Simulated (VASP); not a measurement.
# Sb (P6_3/mmc) in VASP: further runs

The runs below take Sb through single point, with LDA.

Program: VASP 6.6.1. These are calculated values, not measurements. Logs are shortened: lines on timing, memory, paths and dates and some standing lists are left out, and cuts for length are marked.

## 1. The cell of the first run

The structure is hexagonal, space group P6_3/mmc (No. 194). The conventional cell has a = 3.403 Å, b = 3.403 Å, c = 5.330 Å, α = 90.00°, β = 90.00°, γ = 120.00°. Within 4.4 Å of Sb (site symmetry -6m2) lie 12 Sb at 3.31 to 3.40 Å.

## 2. Single point, LDA (equal xx and yy strain of +1 %)

INCAR reads:

```
PREC     = Accurate       # precision mode
ENCUT    = 520            # plane-wave cutoff, eV
EDIFF    = 1E-6           # SCF threshold, eV
ISMEAR   = -1             # smearing method
SIGMA    = 0.03           # smearing width, eV
LREAL    = False          # projectors in reciprocal space
LASPH    = True           # aspherical terms in the spheres
NELM     = 80             # most SCF steps
ALGO     = Normal         # electronic algorithm
ISIF     = 2              # what is computed and relaxed
LWAVE    = False          # write WAVECAR
LCHARG   = False          # write CHGCAR
GGA      = CA             # functional
NBANDS   = 12             # bands
```

KPOINTS reads:

```
regular mesh
0
Gamma
  12 12 7
```

POSCAR reads:

```
Sb
1.0
    3.4026901813      0.0000000000      0.0000000000
   -1.7013450907      2.9468161382      0.0000000000
    0.0000000000      0.0000000000      5.3300000000
Sb
2
Direct
    0.3333333333      0.6666666667      0.2500000000
    0.6666666667      0.3333333333      0.7500000000
```

Potentials or basis: VASP PAW LDA potentials, release 64 (Sb).

Command:

```
cat potpaw_LDA.64/Sb/POTCAR > POTCAR
mpirun -np 1 vasp_std > vasp.out
```

OUTCAR:

```text
PREC = Accurate
   ENCUT = 520
   EDIFF = 1E-6
   ISMEAR = -1
   LREAL = False
   LASPH = True
   NELM = 80
   ISIF = 2
   GGA = CA

 ion  position               nearest neighbor table
   1  0.333  0.667  0.250-   2 3.31   2 3.31   2 3.31   2 3.31   2 3.31   2 3.31
   2  0.667  0.333  0.750-   1 3.31   1 3.31   1 3.31   1 3.31   1 3.31   1 3.31

  LATTYP: Found a hexagonal cell.
 ALAT       =     3.4026901813
 C/A-ratio  =     1.5664076704

  Lattice vectors:

 A1 = (   3.4026901813,   0.0000000000,   0.0000000000)
 A2 = (  -1.7013450907,   2.9468161382,   0.0000000000)
 A3 = (   0.0000000000,   0.0000000000,   5.3300000000)

Analysis of symmetry for initial positions (statically):
=====================================================================
 Subroutine PRICEL returns:
 Original cell was already a primitive cell.

 Routine SETGRP: Setting up the symmetry group for a
 hexagonal supercell.

 Subroutine GETGRP returns: Found 24 space group operations
 (whereof 12 operations were pure point group operations)
 out of a pool of 24 trial point group operations.

The static configuration has the point symmetry D_3d.
 The point group associated with its full space group is D_6h.

Analysis of symmetry for dynamics (positions and initial velocities):
=====================================================================
 Subroutine PRICEL returns:
 Original cell was already a primitive cell.

 Routine SETGRP: Setting up the symmetry group for a
 hexagonal supercell.

 Subroutine GETGRP returns: Found 24 space group operations
 (whereof 12 operations were pure point group operations)
 out of a pool of 24 trial point group operations.

The dynamic configuration has the point symmetry D_3d.
 The point group associated with its full space group is D_6h.

 Subroutine INISYM returns: Found 24 space group operations
 (whereof 12 operations are pure point group operations),
 and found     1 'primitive' translations

----------------------------------------------------------------------------------------

                                     Primitive cell

  volume of cell :      53.4445

  direct lattice vectors                    reciprocal lattice vectors
     3.402690181  0.000000000  0.000000000     0.293885116  0.169674651  0.000000000
    -1.701345091  2.946816138  0.000000000     0.000000000  0.339349302  0.000000000
     0.000000000  0.000000000  5.330000000     0.000000000  0.000000000  0.187617261

  length of vectors
     3.402690181  3.402690181  5.330000000     0.339349302  0.339349302  0.187617261

  position of ions in fractional coordinates (direct lattice)
     0.333333333  0.666666667  0.250000000
     0.666666667  0.333333333  0.750000000

  ion indices of the primitive-cell ions
   primitive index   ion index
                 1           1
                 2           2

----------------------------------------------------------------------------------------

 KPOINTS: regular mesh

Automatic generation of k-mesh.
 Grid dimensions read from file:
 generate k-points for:   12   12    7

 Generating k-lattice:

  Cartesian coordinates                     Fractional coordinates (reciprocal lattice)
     0.024490426  0.014139554  0.000000000     0.083333333  0.000000000  0.000000000
     0.000000000  0.028279109  0.000000000     0.000000000  0.083333333  0.000000000
     0.000000000  0.000000000  0.026802466     0.000000000  0.000000000  0.142857143

  Length of vectors
     0.028279109  0.028279109  0.026802466

  Shift w.r.t. Gamma in fractional coordinates (k-lattice)
     0.000000000  0.000000000  0.000000000

 Subroutine IBZKPT returns following result:
 ===========================================

 Found     76 irreducible k-points:

 Following reciprocal coordinates:
            Coordinates               Weight
  0.000000  0.000000  0.000000      1.000000
  0.083333  0.000000  0.000000      6.000000
  0.166667  0.000000  0.000000      6.000000
  0.250000  0.000000  0.000000      6.000000
  0.333333 -0.000000  0.000000      6.000000
  0.416667  0.000000  0.000000      6.000000
[... 16 lines left out ...]
  0.250000  0.000000  0.142857     12.000000
  0.333333 -0.000000  0.142857     12.000000
 [... further k-points ...]
   k-points           NKPTS =     76   k-points in BZ     NKDIM =     76   number of bands    NBANDS=     12
   number of dos      NEDOS =    301   number of ions     NIONS =      2
   total plane-waves  NPLWV =  31360
   dimension x,y,z NGX =    28 NGY =   28 NGZ =   40
   dimension x,y,z NGXF=    56 NGYF=   56 NGZF=   80
   ions per type =               2
   NGX,Y,Z   is equivalent  to a cutoff of  13.68, 13.68, 12.48 a.u.
   NGXF,Y,Z  is equivalent  to a cutoff of  27.36, 27.36, 24.95 a.u.
 SYSTEM =  unknown system
   PREC   = accura    normal or accurate (medium, high low for compatibility)
   ISTART =      0    job   : 0-new  1-cont  2-samecut
   ICHARG =      2    charge: 1-file 2-atom 10-const
   ISPIN  =      1    spin polarized calculation?
   LNONCOLLINEAR =      F non collinear calculations
   LSORBIT =      F    spin-orbit coupling
   LASPH  =      T    aspherical Exc in radial PAW
   ENCUT  =  520.0 eV  38.22 Ry    6.18 a.u.   6.33  6.33  9.91*2*pi/ulx,y,z
   NELM   =     80;   NELMIN=  2; NELMDL= -5     # of ELM steps
   EDIFF  = 0.1E-05   stopping-criterion for ELM
   LREAL  =      F    real-space projection
   EDIFFG = 0.1E-04   stopping-criterion for IOM
   NSW    =      0    number of steps for IOM
   IBRION =     -1    ionic relax: 0-MD 1-quasi-New 2-CG
   NFREE  =      0    steps in history (QN), initial steepest desc. (CG)
   ISIF   =      2    stress and relaxation
   ISYM   =      2    0-nonsym 1-usesym 2-fastsym
   POTIM  = 0.5000    time-step for ionic-motion
   TEBEG  =    0.0;   TEEND  =   0.0 temperature during run
   PSTRESS=    0.0 pullay stress
   NELECT =      10.0000    total number of electrons
   NUPDOWN=      -1.0000    fix difference up-down
   EMIN   =  10.00;   EMAX   =-10.00  energy-range for DOS
   EFERMI =   0.00;   METHOD = LEGACY
   ISMEAR =    -1;   SIGMA  =   0.03  broadening in eV -4-tet -1-fermi 0-gaus
   EFERMI_NEDOS =   21; number of points for ismear=-14 and -15
   IALGO  =     38    algorithm
   IMIX   =      4    mixing-type and parameters
     AMIX     =   0.40;   BMIX     =  1.00
     AMIX_MAG =   1.60;   BMIX_MAG =  1.00
  volume/ion in A,a.u.               =      26.72       180.33
  Fermi-wavevector in a.u.,A,eV,Ry     =   0.936355  1.769455 11.929058  0.876761
  Thomas-Fermi vector in A             =   2.063356
   LORBIT       =      0    0 simple, 1 ext, 2 COOP (PROOUT), +10 PAW based schemes
   GGA     = CA    functional components
   LHFCALC =     F    Hartree Fock is set to
   AEXX    =    0.0000 exact exchange contribution
   IVDW    =     0    specifies the selected vdW correction
   LEPSILON=     F    determine dielectric tensor
   LRPA    =     F    only Hartree local field effects (RPA)
 non-spin polarized calculation
  energy-cutoff  :      520.00
  volume of cell :       53.44
 maximum number of plane-waves:      1459
 NGX is ok and might be reduce to    28
   NGX = 13   NGY = 13   NGZ = 19

 number of electron      10.0000001 magnetization

 Free energy of the ion-electron system (eV)
  ---------------------------------------------------
  ext. energy  EPLUGINS =         0.00000000
  ---------------------------------------------------
  free energy    TOTEN  =        -9.13798382 eV

  energy without entropy =       -9.13549766  energy(sigma->0) =       -9.13674074

 E-fermi :   8.5239     XC(G=0): -10.4032

 val. band max:        8.4569406193   @ k =   0.5000   0.0000   0.2857
 cond. band min:       8.5363198726   @ k =   0.5000   0.0000   0.0000
 fundamental gap:      0.0793792533
 Fermi energy:         8.5239221943

 k-point     1 :       0.0000    0.0000    0.0000
  band No.  band energies     occupation
      1      -4.4994      2.00000
      2      -0.3315      2.00000
      3       2.7429      2.00000
      4      11.5887      0.00000
      5      11.5887      0.00000
      6      13.3657      0.00000
      7      13.3657      0.00000
      8      14.4299      0.00000
      9      15.6875      0.00000
     10      17.2475      0.00000
     11      18.1239      0.00000
     12      18.1239      0.00000

 k-point     2 :       0.0833    0.0000    0.0000
  band No.  band energies     occupation
      1      -4.3810      2.00000
      2      -0.2328      2.00000
      3       2.8675      2.00000
      4      10.4535      0.00000
      5      11.1617      0.00000
      6      12.7731      0.00000
      7      13.4992      0.00000
      8      14.1910      0.00000
      9      16.1753      0.00000
     10      16.9361      0.00000
     11      18.1452      0.00000
     12      18.7426      0.00000

 k-point     3 :       0.1667    0.0000    0.0000
  band No.  band energies     occupation
      1      -4.0273      2.00000
      2       0.0525      2.00000
      3       3.2382      2.00000
      4       8.4360      1.89855
      5      10.3707      0.00000
      6      11.3845      0.00000
      7      13.3880      0.00000
      8      13.4146      0.00000
      9      15.0704      0.00000
     10      17.6910      0.00000
     11      18.0056      0.00000
     12      18.6590      0.00000
[... 286 lines left out ...]
 k-point    23 :       0.2500    0.0000    0.1429
  band No.  band energies     occupation
      1      -3.3382      2.00000
      2      -0.0010      2.00000
      3       4.4409      2.00000
      4       6.6388      2.00000
      5       9.2570      0.00000
      6       9.7260      0.00000
      7      12.1816      0.00000
      8      12.7058      0.00000
      9      14.1899      0.00000
     10      16.3011      0.00000
     11      17.3468      0.00000
     12      18.4625      0.00000

 k-point    24 :       0.3333   -0.0000    0.1429
  band No.  band energies     occupation
      1      -2.5496      2.00000
      2       0.5170      2.00000
      3       4.3581      2.00000
      4       5.8067      2.00000
      5       7.4990      2.00000
      6       9.1421      0.00000
      7      11.0057      0.00000
      8      12.2443      0.00000
      9      13.4414      0.00000
     10      15.6738      0.00000
     11      17.4926      0.00000
     12      18.0974      0.00000

 [... further k-points ...]
[... 5 lines left out ...]
  --------------------------------------------------------------------------------------
  -------------------------------------------------------------------------------------
  Total       -0.7348752     -0.7348752     -1.0922464      0.0000000      0.0000000      0.0000000
  in kB      -22.0303561    -22.0303561    -32.7437596      0.0000000      0.0000000      0.0000000
  external PRESSURE =     -25.6014906 kB  Pullay stress =       0.0000000 kB

 VOLUME and BASIS-vectors are now :
 -----------------------------------------------------------------------------
  energy-cutoff  :      520.00
  volume of cell :       53.44
      direct lattice vectors                 reciprocal lattice vectors
     3.402690181  0.000000000  0.000000000     0.293885116  0.169674651  0.000000000
    -1.701345091  2.946816138  0.000000000     0.000000000  0.339349302  0.000000000
     0.000000000  0.000000000  5.330000000     0.000000000  0.000000000  0.187617261

 POSITION                                       TOTAL-FORCE (eV/Angst)
 -----------------------------------------------------------------------------------
     -0.00000      1.96454      1.33250        -0.000000     -0.000000      0.000000
      1.70135      0.98227      3.99750         0.000000      0.000000      0.000000
 -----------------------------------------------------------------------------------
    total drift:                               -0.000000      0.000000      0.000000

  FREE ENERGIE OF THE ION-ELECTRON SYSTEM (eV)
  ---------------------------------------------------
  free  energy   TOTEN  =        -9.1379838191 eV

  energy  without entropy=       -9.1354976562  energy(sigma->0) =       -9.13674074
```

It took 16 s on 1 thread of Intel Xeon Platinum 8559C (Emerald Rapids), shared host; peak memory 0.17 GiB.

Results:

* Free energy: -9.1380 eV
* Pressure: -2.6 GPa
* Band gap on the k mesh: zero (band 5 reaches 12.27 eV, above the bottom of band 6 at 5.68 eV)

Caveat: the cell differs from its parent crystal (equal xx and yy strain of +1 %); spin-orbit coupling is left out, which moves the levels of the heavy elements.

## 3. Single point, LDA (equal xx and yy strain of +2 %)

INCAR reads:

```
  PREC = Accurate
  ENCUT = 520
  EDIFF = 1E-7
  ISMEAR = -1
  SIGMA = 0.03
  LREAL = F
  LASPH = T
  NELM = 60
  ALGO = Normal
  ISIF = 2
  LWAVE = F
  LCHARG = F
  GGA = CA
  NBANDS = 12
```

KPOINTS is that of step 2.

POSCAR reads:

```
Sb
1.0
    3.4363801831      0.0000000000      0.0000000000
   -1.7181900916      2.9759925356      0.0000000000
    0.0000000000      0.0000000000      5.3300000000
Sb
2
Direct
    0.3333333333      0.6666666667      0.2500000000
    0.6666666667      0.3333333333      0.7500000000
```

Potentials or basis: VASP PAW LDA potentials, release 64 (Sb).

Command:

```
cat potpaw_LDA.64/Sb/POTCAR > POTCAR
mpirun -np 1 vasp_std > vasp.out
```

Wall time 22 s (1 thread of Intel Xeon Platinum 8559C (Emerald Rapids), shared host); peak memory 0.17 GiB.

It converged, with:

| Property | Result |
| --- | --- |
| Free energy | -9.1189 eV |
| Pressure | -3.7 GPa |
| Band gap on the k mesh | zero (band 5 reaches 11.82 eV, above the bottom of band 6 at 5.51 eV) |

Stress tensor (GPa, compression positive):
```
-3.55  0.00  0.00
 0.00 -3.55  0.00
 0.00  0.00 -4.01
```

Levels at points of the mesh, in eV from the Fermi level:
```
           k point  band 2  band 3  band 4  band 5  band 6  band 7  band 8  band 9
(0.00, 0.00, 0.00)   -8.70   -5.61    2.91    2.91    4.68    4.68    5.87    6.99
(0.50, 0.00, 0.00)   -8.18   -4.06   -2.63   -2.28   -0.09   -0.03    3.57    4.18
```

Caveat: the cell differs from its parent crystal (equal xx and yy strain of +2 %); spin-orbit coupling is left out, which moves the levels of the heavy elements.

## 4. Single point, LDA (volume scaled by 0.94)

INCAR reads:

```
SYSTEM = Sb
PREC = Accurate
ENCUT = 520
EDIFF = 1E-6
ISMEAR = -1
SIGMA = 0.03
LREAL = .FALSE.
LASPH = .TRUE.
NELM = 60
ALGO = Normal
ISIF = 2
LWAVE = .FALSE.
LCHARG = .FALSE.
NBANDS = 12
```

KPOINTS reads:

```
Automatic mesh
0
G
  12 12 7
  0 0 0
```

POSCAR reads:

```
Sb
1.0
    3.3002257761      0.0000000000      0.0000000000
   -1.6501128881      2.8580793603      0.0000000000
    0.0000000000      0.0000000000      5.2211939594
Sb
2
Direct
    0.3333333333      0.6666666667      0.2500000000
    0.6666666667      0.3333333333      0.7500000000
```

Command:

```
cat potpaw_LDA.64/Sb/POTCAR > POTCAR
mpirun -np 1 vasp_std > vasp.out
```

It took 37 s on 1 thread of AMD EPYC 7R43 (Zen 3), shared host; peak memory 0.13 GiB.

The run converged. Its results:

```yaml
Free_energy: -9.1279 eV
Pressure: 3.5 GPa
Band_gap_on_the_k_mesh: zero (band 5 reaches 13.93 eV, above the bottom of band 6 at 6.48 eV)
```

Stress tensor (GPa, compression positive):
```
4.02 0.00 0.00
0.00 4.02 0.00
0.00 0.00 2.40
```

Levels at points of the mesh, in eV from the Fermi level:
| k point | band 2 | band 3 | band 4 | band 5 | band 6 | band 7 | band 8 | band 9 |
| --- | --- | --- | --- | --- | --- | --- | --- | --- |
| (0.00, 0.00, 0.00) | -9.13 | -6.35 | 3.51 | 3.51 | 5.43 | 5.43 | 6.48 | 7.63 |
| (0.50, 0.00, 0.00) | -8.44 | -4.36 | -3.07 | -2.60 | -0.29 | 0.06 | 4.01 | 4.23 |

Caveat: spin-orbit coupling is left out, which moves the levels of the heavy elements.

## 5. Summary

```tsv
cell	gap on the mesh (eV)	pressure (GPa)
a = 3.403, b = 3.403, c = 5.330 Å, angles 90.0, 90.0, 120.0°, 2 atoms	none	-2.6
a = 3.436, b = 3.436, c = 5.330 Å, angles 90.0, 90.0, 120.0°, 2 atoms	none	-3.7
a = 3.300, b = 3.300, c = 5.221 Å, angles 90.0, 90.0, 120.0°, 2 atoms	none	3.5
```

Alike in all rows: task single point; level LDA; potentials or basis VASP PAW LDA potentials, release 64 (Sb); no spin polarisation; k mesh 12 × 12 × 7; cutoff (eV) 520; smearing fermi-dirac 0.03 eV.

Caveats: spin-orbit coupling is left out, which moves the levels of the heavy elements.

Total energies depend on the potentials used, so only differences within one code and one set of settings carry meaning.
